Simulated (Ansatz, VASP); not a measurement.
**TaAs in VASP and in Ansatz**

The input INCAR:

```
PREC     = Accurate       # precision mode
ENCUT    = 400            # plane-wave cutoff, eV
EDIFF    = 1E-6           # SCF threshold, eV
ISMEAR   = 0              # smearing method
SIGMA    = 0.1            # smearing width, eV
LREAL    = F              # projectors in reciprocal space
LASPH    = T              # aspherical terms in the spheres
NELM     = 120            # most SCF steps
ALGO     = Normal         # electronic algorithm
ISIF     = 2              # what is computed and relaxed
LWAVE    = F              # write WAVECAR
LCHARG   = F              # write CHGCAR
LDIPOL   = T            
IDIPOL   = 3            
DIPOL    = 0.5 0.5 0.291
GGA      = RP             # functional
NBANDS   = 15             # bands
GGA_COMPAT= F            
NELMDL   = -8
```

File KPOINTS:

```
regular mesh
0
Gamma
  16 16 1
```

The input POSCAR:

```
TaAs
1.0
    3.3258607568      0.0000000000      0.0000000000
    0.0000000000      3.3258607568      0.0000000000
    0.0000000000      0.0000000000     25.7402896000
Ta As
1 1
Direct
    0.0000000000      0.0000000000      0.2717799894
    0.5000000000      0.5000000000      0.3109640369
```

Input for Ansatz:

```yaml
crystal:
  lattice:
    - [3.3258607568, 0.0, 0.0]
    - [0.0, 3.3258607568, 0.0]
    - [0.0, 0.0, 25.7402896]
  atoms:
    - { symbol: Ta, position: [0.0, 0.0, 0.2717799894] }
    - { symbol: As, position: [0.5, 0.5, 0.3109640369] }
  periodic: [true, true, false]
kpoints:
  mp_grid: { grid: [16, 16, 1] }
hamiltonian:
  xc: rpbe
scf:
  occupations: { method: gaussian, width: 0.1 }
output:
  forces: true
  eigenvalues: true
  stress: true
```

Alike in both runs: task single point; functional RPBE; k mesh 16 × 16 × 1; occupations gaussian, width 0.1 eV; no spin polarisation.

|  | VASP | Ansatz |
| --- | --- | --- |
| version | VASP 6.6.1 | Ansatz 0.2.0 |
| potentials or method | VASP PAW PBE potentials, release 64 (Ta_pv, As) | scalar-relativistic, plane waves, PAW |
| plane-wave cutoff (eV) | 400 | 420 |
| valence electrons in the cell | 16 | 28 |

Ansatz gave:

| Item | Value |
| --- | --- |
| gap on the k mesh at the Fermi level (eV) | none |
| rms of the force components (eV/Å) | 0.095 |

Task: Which values does VASP return?

Result: gap on the k mesh at the Fermi level (eV): none; rms of the force components (eV/Å): 0.111.

VASP's potentials were made for PBE, not for RPBE. Atom by atom the forces differ by 0.017 eV/Å (rms over components). A gap of «none» marks a metal or a gap that the smearing closes. VASP's potentials hold 16 valence electrons a cell and Ansatz's 28, so a difference there can come from the potentials and not from the codes.

Spin-orbit coupling is off throughout.
